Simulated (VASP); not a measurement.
# SnO2 in VASP: notebook, part 2 of 2

VASP 6.6.1.

## (4) Single point, LDA (atoms displaced along a vibrational mode)

Contents of INCAR:

```
  ALGO = Normal
  EDIFF = 1E-6
  ENCUT = 520
  ISIF = 2
  ISMEAR = 0
  LASPH = True
  LCHARG = False
  LREAL = False
  LWAVE = False
  NBANDS = 35
  NELM = 100
  PREC = Accurate
  SIGMA = 0.05
```

Contents of KPOINTS:

```
k-points
0
Gamma
  6 6 8
```

Contents of POSCAR:

```
SnO2
1.0
    4.7201335122      0.0000000000      0.0000000000
    0.0000000000      4.7206343096      0.0000000000
    0.0000000000      0.0000000000      3.1888226875
Sn O
2 4
Direct
    0.4934944068      0.4924863052      0.5000000000
    0.0065189374     -0.0075252158      0.0000000000
    0.2550620020      0.3609424821      0.0000000000
    0.8031512215      0.1948506636      0.5000000000
    0.2448884920      0.8608998690      0.5000000000
    0.6967992724      0.6948932767      0.0000000000
```

Potentials or basis: VASP PAW LDA potentials, release 64 (Sn_d, O).

Launch:

```console
$ cat potpaw_LDA.64/Sn_d/POTCAR potpaw_LDA.64/O/POTCAR > POTCAR
$ mpirun -np 1 vasp_std > vasp.out
```

OUTCAR:

```text
EDIFF = 1E-6
   ENCUT = 520
   ISIF = 2
   ISMEAR = 0
   LASPH = True
   LREAL = False
   NELM = 100
   PREC = Accurate

 ion  position               nearest neighbor table
   1  0.493  0.492  0.500-   4 2.03   3 2.05   3 2.05   6 2.09   6 2.09   5 2.10   2 3.66   2 3.66
                             2 3.66   2 3.66   2 3.74   2 3.74   2 3.74   2 3.74
   2  0.007  0.992  0.000-   6 2.03   5 2.05   5 2.05   4 2.09   4 2.09   3 2.10   1 3.66   1 3.66
                             1 3.66   1 3.66   1 3.74   1 3.74   1 3.74   1 3.74
   3  0.255  0.361  0.000-   1 2.05   1 2.05   2 2.10
   4  0.803  0.195  0.500-   1 2.03   2 2.09   2 2.09
   5  0.245  0.861  0.500-   2 2.05   2 2.05   1 2.10
   6  0.697  0.695  0.000-   2 2.03   1 2.09   1 2.09

  LATTYP: Found a simple orthorhombic cell.
 ALAT       =     3.1888226875
 B/A-ratio  =     1.4802119700
 C/A-ratio  =     1.4803690177

  Lattice vectors:

 A1 = (   0.0000000000,   0.0000000000,   3.1888226875)
 A2 = (   4.7201335122,   0.0000000000,   0.0000000000)
 A3 = (   0.0000000000,   4.7206343096,   0.0000000000)

Analysis of symmetry for initial positions (statically):
=====================================================================
 Subroutine PRICEL returns:
 Original cell was already a primitive cell.

 Routine SETGRP: Setting up the symmetry group for a
 simple orthorhombic supercell.

 Subroutine GETGRP returns: Found  2 space group operations
 (whereof  2 operations were pure point group operations)
 out of a pool of  8 trial point group operations.

The static configuration has the point symmetry C_1h.

Analysis of symmetry for dynamics (positions and initial velocities):
=====================================================================
 Subroutine PRICEL returns:
 Original cell was already a primitive cell.

 Routine SETGRP: Setting up the symmetry group for a
 simple orthorhombic supercell.

 Subroutine GETGRP returns: Found  2 space group operations
 (whereof  2 operations were pure point group operations)
 out of a pool of  8 trial point group operations.

The dynamic configuration has the point symmetry C_1h.

 Subroutine INISYM returns: Found  2 space group operations
 (whereof  2 operations are pure point group operations),
 and found     1 'primitive' translations

----------------------------------------------------------------------------------------

                                     Primitive cell

  volume of cell :      71.0534

  direct lattice vectors                    reciprocal lattice vectors
     4.720133512  0.000000000  0.000000000     0.211858414  0.000000000  0.000000000
     0.000000000  4.720634310  0.000000000     0.000000000  0.211835939  0.000000000
     0.000000000  0.000000000  3.188822688     0.000000000  0.000000000  0.313595360

  length of vectors
     4.720133512  4.720634310  3.188822688     0.211858414  0.211835939  0.313595360

  position of ions in fractional coordinates (direct lattice)
     0.493494407  0.492486305  0.500000000
     0.006518937  0.992474784  0.000000000
     0.255062002  0.360942482  0.000000000
     0.803151222  0.194850664  0.500000000
     0.244888492  0.860899869  0.500000000
     0.696799272  0.694893277  0.000000000

  ion indices of the primitive-cell ions
   primitive index   ion index
                 1           1
                 2           2
                 3           3
[... 36 lines left out ...]
  0.000000  0.166667  0.000000      2.000000
  0.166667  0.166667  0.000000      2.000000
[... 16 lines left out ...]
  0.333333  0.000000  0.125000      4.000000
  0.500000  0.000000  0.125000      2.000000
 [... further k-points ...]
   k-points           NKPTS =    100   k-points in BZ     NKDIM =    100   number of bands    NBANDS=     35
   number of dos      NEDOS =    301   number of ions     NIONS =      6
   total plane-waves  NPLWV =  31104
   dimension x,y,z NGX =    36 NGY =   36 NGZ =   24
   dimension x,y,z NGXF=    72 NGYF=   72 NGZF=   48
   ions per type =               2   4
   NGX,Y,Z   is equivalent  to a cutoff of  12.68, 12.68, 12.51 a.u.
   NGXF,Y,Z  is equivalent  to a cutoff of  25.36, 25.36, 25.02 a.u.
 SYSTEM =  unknown system
   PREC   = accura    normal or accurate (medium, high low for compatibility)
   ISTART =      0    job   : 0-new  1-cont  2-samecut
   ICHARG =      2    charge: 1-file 2-atom 10-const
   ISPIN  =      1    spin polarized calculation?
   LNONCOLLINEAR =      F non collinear calculations
   LSORBIT =      F    spin-orbit coupling
   LASPH  =      T    aspherical Exc in radial PAW
   ENCUT  =  520.0 eV  38.22 Ry    6.18 a.u.   8.78  8.78  5.93*2*pi/ulx,y,z
   NELM   =    100;   NELMIN=  2; NELMDL= -5     # of ELM steps
   EDIFF  = 0.1E-05   stopping-criterion for ELM
   LREAL  =      F    real-space projection
   EDIFFG = 0.1E-04   stopping-criterion for IOM
   NSW    =      0    number of steps for IOM
   IBRION =     -1    ionic relax: 0-MD 1-quasi-New 2-CG
   NFREE  =      0    steps in history (QN), initial steepest desc. (CG)
   ISIF   =      2    stress and relaxation
   ISYM   =      2    0-nonsym 1-usesym 2-fastsym
   POTIM  = 0.5000    time-step for ionic-motion
   TEBEG  =    0.0;   TEEND  =   0.0 temperature during run
   PSTRESS=    0.0 pullay stress
   NELECT =      52.0000    total number of electrons
   NUPDOWN=      -1.0000    fix difference up-down
   EMIN   =  10.00;   EMAX   =-10.00  energy-range for DOS
   EFERMI =   0.00;   METHOD = LEGACY
   ISMEAR =     0;   SIGMA  =   0.05  broadening in eV -4-tet -1-fermi 0-gaus
   EFERMI_NEDOS =   21; number of points for ismear=-14 and -15
   IALGO  =     38    algorithm
   IMIX   =      4    mixing-type and parameters
     AMIX     =   0.40;   BMIX     =  1.00
     AMIX_MAG =   1.60;   BMIX_MAG =  1.00
  volume/ion in A,a.u.               =      11.84        79.92
  Fermi-wavevector in a.u.,A,eV,Ry     =   1.475302  2.787917 29.613299  2.176516
  Thomas-Fermi vector in A             =   2.589968
   LORBIT       =      0    0 simple, 1 ext, 2 COOP (PROOUT), +10 PAW based schemes
   GGA     = CA    functional components
   LHFCALC =     F    Hartree Fock is set to
   AEXX    =    0.0000 exact exchange contribution
   IVDW    =     0    specifies the selected vdW correction
   LEPSILON=     F    determine dielectric tensor
   LRPA    =     F    only Hartree local field effects (RPA)
 non-spin polarized calculation
 Gauss-broadening in eV      SIGMA  =   0.05
  energy-cutoff  :      520.00
  volume of cell :       71.05
 maximum number of plane-waves:      1933
 NGX is ok and might be reduce to    36
   NGX = 17   NGY = 17   NGZ = 11

 number of electron      52.0000006 magnetization

 Free energy of the ion-electron system (eV)
  ---------------------------------------------------
  ext. energy  EPLUGINS =         0.00000000
  ---------------------------------------------------
  free energy    TOTEN  =       -42.03960373 eV

  energy without entropy =      -42.03960373  energy(sigma->0) =      -42.03960373

 E-fermi :   6.0861     XC(G=0): -11.8669

 val. band max:        5.8205408036   @ k =   0.0000   0.0000   0.0000
 cond. band min:       7.1314466104   @ k =   0.0000   0.0000   0.0000
 fundamental gap:      1.3109058068
 Fermi energy:         6.0860909614

 k-point     1 :       0.0000    0.0000    0.0000
  band No.  band energies     occupation
      1     -14.9790      2.00000
      2     -14.2721      2.00000
      3     -14.0302      2.00000
      4     -13.9969      2.00000
      5     -13.9839      2.00000
      6     -13.9190      2.00000
[... 901 lines left out ...]
     34      17.9014      0.00000
     35      19.1310      0.00000

 [... further k-points ...]

------------------------ aborting loop because EDIFF is reached ----------------------------------------

  FORCE on cell =-STRESS in cart. coord.  units (eV):
  Direction    XX          YY          ZZ          XY          YZ          ZX
  --------------------------------------------------------------------------------------
  -------------------------------------------------------------------------------------
  Total       -0.7538185     -0.8643302     -0.1363225     -0.0002997      0.0000000      0.0000000
  in kB      -16.9977861    -19.4897054     -3.0739231     -0.0067570      0.0000000      0.0000000
  external PRESSURE =     -13.1871382 kB  Pullay stress =       0.0000000 kB

 VOLUME and BASIS-vectors are now :
 -----------------------------------------------------------------------------
  energy-cutoff  :      520.00
  volume of cell :       71.05
      direct lattice vectors                 reciprocal lattice vectors
     4.720133512  0.000000000  0.000000000     0.211858414  0.000000000  0.000000000
     0.000000000  4.720634310  0.000000000     0.000000000  0.211835939  0.000000000
     0.000000000  0.000000000  3.188822688     0.000000000  0.000000000  0.313595360

 POSITION                                       TOTAL-FORCE (eV/Angst)
 -----------------------------------------------------------------------------------
      2.32936      2.32485      1.59441         0.296942      0.744294      0.000000
      0.03077      4.68511      0.00000        -0.298780      0.745771      0.000000
      1.20393      1.70388      0.00000         0.429010     -0.406182      0.000000
      3.79098      0.91982      1.59441        -0.123731     -0.339143      0.000000
      1.15591      4.06399      1.59441        -0.428048     -0.404953      0.000000
      3.28899      3.28034      0.00000         0.124607     -0.339786      0.000000
 -----------------------------------------------------------------------------------
    total drift:                               -0.000021      0.000765     -0.000000

  FREE ENERGIE OF THE ION-ELECTRON SYSTEM (eV)
  ---------------------------------------------------
  free  energy   TOTEN  =       -42.0396037336 eV

  energy  without entropy=      -42.0396037336  energy(sigma->0) =      -42.03960373
```

Run time: 1.8 min. Hardware: 1 thread of Intel Xeon Platinum 8488C (Sapphire Rapids), shared host; peak memory 0.29 GiB.

What came out:

* Free energy: -42.0396 eV
* Pressure: -1.3 GPa
* Largest force: 0.803 eV/Å
* Band gap on the k mesh: 1.31 eV

Forces in eV/Å, atoms in the order of the input:
```
Sn   0.297  0.744  0.000
Sn  -0.299  0.746  0.000
O    0.429 -0.406  0.000
O   -0.124 -0.339  0.000
O   -0.428 -0.405  0.000
O    0.125 -0.340  0.000
```

Stress tensor (GPa, compression positive):
```
-1.70  0.00  0.00
 0.00 -1.95  0.00
 0.00  0.00 -0.31
```

Caveat: the cell differs from its parent crystal (atoms displaced along a vibrational mode); spin-orbit coupling is left out, which moves the levels of the heavy elements.

## (5) Single point, LDA (atoms displaced along a vibrational mode)

Contents of INCAR:

```
ALGO = Normal
EDIFF = 1E-6
ENCUT = 520
ISIF = 2
ISMEAR = 0
LASPH = True
LCHARG = True
LELF = True
LREAL = False
LVHAR = True
LWAVE = False
NBANDS = 35
NELM = 60
PREC = Accurate
SIGMA = 0.05
```

KPOINTS is that of step 4.

Contents of POSCAR:

```
SnO2
1.0
    4.7201335122      0.0000000000      0.0000000000
    0.0000000000      4.7206343096      0.0000000000
    0.0000000000      0.0000000000      3.1888226875
Sn O
2 4
Direct
    0.4956629379      0.4949908701      0.5000000000
    0.0043459583     -0.0050168105      0.0000000000
    0.2899457931      0.3247794235      0.0000000000
    0.8220052728      0.2124160070      0.5000000000
    0.2100212028      0.8247510148      0.5000000000
    0.6779617231      0.7124444157      0.0000000000
```

Launch:

```console
$ cat potpaw_LDA.64/Sn_d/POTCAR potpaw_LDA.64/O/POTCAR > POTCAR
$ mpirun -np 1 vasp_std > vasp.out
```

Run time: 4 min. Hardware: 1 thread of Intel Xeon 8259CL, shared host; peak memory 0.29 GiB.

The run converged. Its results:

* Free energy: -42.1786 eV
* Pressure: 1.1 GPa
* Largest force: 0.690 eV/Å
* Band gap on the k mesh: 1.21 eV

Forces in eV/Å, atoms in the order of the input:
```
Sn   0.453  0.518  0.000
Sn  -0.454  0.519  0.000
O    0.166 -0.273  0.000
O   -0.280 -0.246  0.000
O   -0.165 -0.273  0.000
O    0.280 -0.246  0.000
```

Stress tensor (GPa, compression positive):
```
1.03 0.00 0.00
0.00 0.16 0.00
0.00 0.00 2.05
```

Levels at points of the mesh, in eV from the valence-band top:
```tsv
k point	band 24	band 25	band 26	band 27	band 28	band 29
(0.00, 0.00, 0.00)	-0.83	-0.76	0.00	1.21	5.48	6.10
(0.50, 0.00, 0.00)	-1.06	-0.66	-0.66	4.31	4.38	6.84
(0.00, 0.50, 0.00)	-1.19	-0.60	-0.60	4.32	4.32	6.84
(0.50, 0.50, 0.00)	-1.33	-0.91	-0.91	4.70	4.70	7.32
(0.00, 0.00, 0.50)	-1.74	-1.26	-1.26	6.01	6.01	9.33
(0.50, 0.00, 0.50)	-1.10	-0.69	-0.69	6.24	6.24	7.86
(0.00, 0.50, 0.50)	-1.17	-0.68	-0.68	6.24	6.24	7.95
(0.50, 0.50, 0.50)	-1.04	-0.78	-0.78	4.69	4.69	8.55
```

Caveat: the cell differs from its parent crystal (atoms displaced along a vibrational mode); spin-orbit coupling is left out, which moves the levels of the heavy elements.

## (6) Summary

| cell | gap on the mesh (eV) | pressure (GPa) | largest force (eV/Å) |
| --- | --- | --- | --- |
| as given, atomic positions A | 1.25 | 0.5 | 0.60 |
| as given, atomic positions B | 1.46 | -2.1 | 0.94 |
| as given, atomic positions C | 1.31 | -1.3 | 0.80 |
| as given, atomic positions D | 1.21 | 1.1 | 0.69 |

Alike in all rows: task single point; level LDA; potentials or basis VASP PAW LDA potentials, release 64 (Sn_d, O); no spin polarisation; k mesh 6 × 6 × 8; cutoff (eV) 520; smearing gaussian 0.05 eV.

Caveats: spin-orbit coupling is left out, which moves the levels of the heavy elements.

Total energies depend on the potentials used, so only differences within one code and one set of settings carry meaning.
